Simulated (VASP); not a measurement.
Crystal: Ga8AsP7.

```xyz
64
Lattice="10.9301 0.0000 0.0000 0.0000 10.9301 0.0000 0.0000 0.0000 10.9301" Properties=species:S:1:pos:R:3 pbc="T T T"
Ga    0.0362    0.0219   10.9161
Ga   10.9191    0.0203    5.4284
Ga    0.0095    5.4299    0.0021
Ga   10.9046    5.4706    5.4470
Ga    5.5074    0.0051    0.0304
Ga    5.4617   10.9241    5.4566
Ga    5.4904    5.5066   10.9089
Ga    5.4661    5.4972    5.4367
Ga    2.7482    2.7495    0.0148
Ga    2.7139    2.7161    5.4691
Ga    2.7028    8.2023   10.9252
Ga    2.7359    8.2164    5.4551
Ga    8.1832    2.7410    0.0227
Ga    8.1701    2.7968    5.4906
Ga    8.1976    8.1955    0.0019
Ga    8.2100    8.1719    5.4607
Ga    2.7053    0.0135    2.7389
Ga    2.7249   10.8988    8.2243
Ga    2.7171    5.4575    2.7118
Ga    2.7129    5.4966    8.1785
Ga    8.2073   10.9046    2.7540
Ga    8.1994   10.9035    8.2006
Ga    8.2090    5.4646    2.7328
Ga    8.1919    5.4628    8.1878
Ga    0.0393    2.7307    2.7417
Ga    0.0099    2.7184    8.1896
Ga   10.9264    8.1998    2.7595
Ga   10.9071    8.1968    8.2542
Ga    5.4839    2.7262    2.7469
Ga    5.4756    2.7329    8.1788
Ga    5.4498    8.1751    2.7211
Ga    5.4943    8.1958    8.2203
P     1.3913    1.3273    1.3773
P     1.3704    1.3550    6.8582
P     1.3420    6.8388    6.8202
P     6.8476    1.3616    1.3925
P     6.8130    1.3973    6.7981
P     6.8353    6.8517    1.3370
P     6.8425    6.8298    6.8523
P     4.1159    4.1209    1.3666
P     4.0705    9.5395    1.3619
P     4.0818    9.5730    6.8466
P     9.5628    4.0724    1.3364
P     9.5571    4.0866    6.8242
P     9.5595    9.5623    1.3245
P     9.5453    9.5443    6.8321
P     4.0945    1.3745    9.5808
P     4.0811    6.8441    4.0953
P     4.1003    6.8189    9.6051
P     9.5801    1.3410    4.0957
P     9.5285    1.3452    9.5638
P     9.5410    6.8665    4.1335
P     9.5504    6.8229    9.5838
P     1.3926    4.1341    4.1188
P     1.3541    4.1171    9.5560
P     1.3600    9.5450    9.5576
P     6.8469    4.1044    4.1000
P     6.8223    4.1246    9.5986
P     6.8309    9.5762    4.1305
P     6.8151    9.5792    9.5638
As    1.3999    6.8220    1.3467
As    4.0300    4.0772    6.8221
As    4.1205    1.3622    4.0985
As    1.3516    9.5673    4.1074
```

- Program: VASP 6.6.1
- Task: relaxation of volume and atoms at fixed shape
- Functional: PBEsol
- Potentials or basis: VASP PAW PBE potentials, release 64 (Ga_d, P, As)
- Cutoff: 500 eV
- k mesh: 1 × 1 × 1, shifted
- Occupations: fermi-dirac, width 0.05 eV
- Spin: no spin polarisation

At the start: pressure 0.1 GPa; volume 20.40 Å³/atom.

Problem. How do energy, volume and symmetry change on relaxing?

Solution. Over 12 steps the energy falls by 11.9 meV/atom and the volume is 20.39 Å³/atom (-0.1 %); space group P1 (No. 1, to 0.1 Å) before and after.

The path:
| step | energy change (eV) | largest force (eV/Å) | pressure (GPa) | volume (Å³) |
| --- | --- | --- | --- | --- |
| 1 | 0.0000 | 1.1685 | 0.15 | 1305.80 |
| 2 | -0.6161 | 0.4337 | -0.24 | 1309.33 |
| 3 | -0.6509 | 0.3518 | -0.31 | 1310.41 |
| 4 | -0.7206 | 0.1618 | 0.16 | 1302.76 |
| 5 | -0.7259 | 0.1595 | 0.33 | 1299.94 |
| 6 | -0.7477 | 0.1015 | -0.08 | 1306.37 |
| 7 | -0.7480 | 0.0963 | -0.14 | 1307.17 |
| 8 | -0.7559 | 0.0529 | -0.02 | 1305.31 |
| 9 | -0.7567 | 0.0548 | 0.04 | 1304.31 |
| 10 | -0.7596 | 0.0362 | 0.01 | 1304.91 |
| 11 | -0.7602 | 0.0363 | -0.01 | 1305.28 |
| 12 | -0.7616 | 0.0208 | 0.00 | 1305.04 |

Final structure:
```
CELL_PARAMETERS angstrom
10.92801 0.00000 0.00000
0.00000 10.92801 0.00000
0.00000 0.00000 10.92801
ATOMIC_POSITIONS crystal
Ga 0.99964 0.00089 0.99941
Ga 0.99533 0.00339 0.50460
Ga 0.99574 0.49556 0.99679
Ga 0.99895 0.50067 0.50024
Ga 0.50145 0.00034 0.00061
Ga 0.50350 0.99657 0.50370
Ga 0.50046 0.50116 0.99961
Ga 0.50389 0.50351 0.49731
Ga 0.25077 0.25116 0.99961
Ga 0.24248 0.24920 0.50090
Ga 0.25290 0.75337 0.99669
Ga 0.25290 0.74741 0.50407
Ga 0.75030 0.24919 0.00027
Ga 0.74964 0.25127 0.50009
Ga 0.74943 0.75052 0.99961
Ga 0.74967 0.74957 0.50108
Ga 0.24996 0.99986 0.24251
Ga 0.25035 0.00021 0.75070
Ga 0.25373 0.49652 0.25353
Ga 0.24608 0.50370 0.75405
Ga 0.74994 0.00026 0.25093
Ga 0.74982 0.99999 0.75110
Ga 0.75068 0.50030 0.24893
Ga 0.74956 0.49939 0.74973
Ga 0.99963 0.24978 0.24981
Ga 0.99907 0.24997 0.75081
Ga 0.99264 0.74946 0.25002
Ga 0.99856 0.75073 0.75061
Ga 0.50493 0.25352 0.24716
Ga 0.50291 0.24708 0.75366
Ga 0.50037 0.75046 0.24969
Ga 0.50105 0.74967 0.75112
P 0.12422 0.12650 0.12261
P 0.12270 0.12436 0.62789
P 0.12293 0.62548 0.62622
P 0.62651 0.12469 0.12469
P 0.62670 0.12470 0.62595
P 0.62526 0.62541 0.12472
P 0.62560 0.62541 0.62587
P 0.37692 0.37525 0.12400
P 0.37699 0.87479 0.12292
P 0.37613 0.87408 0.62761
P 0.87376 0.37332 0.12498
P 0.87490 0.37493 0.62522
P 0.87309 0.87636 0.12387
P 0.87276 0.87481 0.62639
P 0.37535 0.12399 0.87645
P 0.37646 0.62563 0.37516
P 0.37567 0.62579 0.87488
P 0.87369 0.12627 0.37548
P 0.87436 0.12499 0.87495
P 0.87233 0.62413 0.37602
P 0.87330 0.62454 0.87441
P 0.12259 0.37504 0.37521
P 0.12375 0.37389 0.87489
P 0.12429 0.87600 0.87421
P 0.62708 0.37678 0.37413
P 0.62586 0.37480 0.87623
P 0.62595 0.87375 0.37529
P 0.62491 0.87524 0.87521
As 0.12469 0.62347 0.12395
As 0.37457 0.37602 0.62585
As 0.37597 0.12501 0.37432
As 0.12353 0.87550 0.37599
```

Caveat: the PAW data sets were made with another functional, which shifts forces and pressure a little.
